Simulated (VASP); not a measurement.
PbS, 2 atoms in the cell. It takes space group Pm-3m (No. 221, cubic). Conventional cell: a = 3.604 Å, b = 3.604 Å, c = 3.604 Å, α = 90.00°, β = 90.00°, γ = 90.00°. Within 4.1 Å of Pb (site symmetry m-3m) lie 8 S at 3.12 Å and 6 Pb at 3.60 Å. S (site symmetry m-3m) has 8 Pb at 3.12 Å and 6 S at 3.60 Å within 4.1 Å. 

| Quantity | Value |
| --- | --- |
| Program | VASP 6.6.1 |
| Task | single point |
| Functional | HSE06 |
| Potentials or basis | VASP PAW PBE potentials, release 64 (Pb_d, S) |
| Cutoff | 520 eV |
| k mesh | 4 × 4 × 4 |
| Occupations | fermi-dirac, width 0.02 eV |
| Spin | no spin polarisation |
| Dipole correction | no |
| Grid for exact exchange (PRECFOCK) | Normal |
| Further INCAR settings | ALGO = Normal; EDIFF = 1e-06; NBANDS = 17 |
| Share of exact exchange | 0.25 |
| Screening parameter | 0.2079 1/Å |

Potentials or basis: VASP PAW PBE potentials, release 64 (Pb_d, S).

Command:

```console
$ cat potpaw_PBE.64/Pb_d/POTCAR potpaw_PBE.64/S/POTCAR > POTCAR
$ cp INCAR.step1 INCAR
$ mpirun -np 1 vasp_std > vasp.out
$ cp INCAR.step2 INCAR
$ mpirun -np 1 vasp_std > vasp.out
```

Hardware: 1 thread of Intel Xeon 8259CL, with other jobs on the host.

Estimate the wall time of this run.

Run time: 20 min on 1 thread of Intel Xeon 8259CL (shared host), peak memory 0.28 GiB. Counts: k points 10.
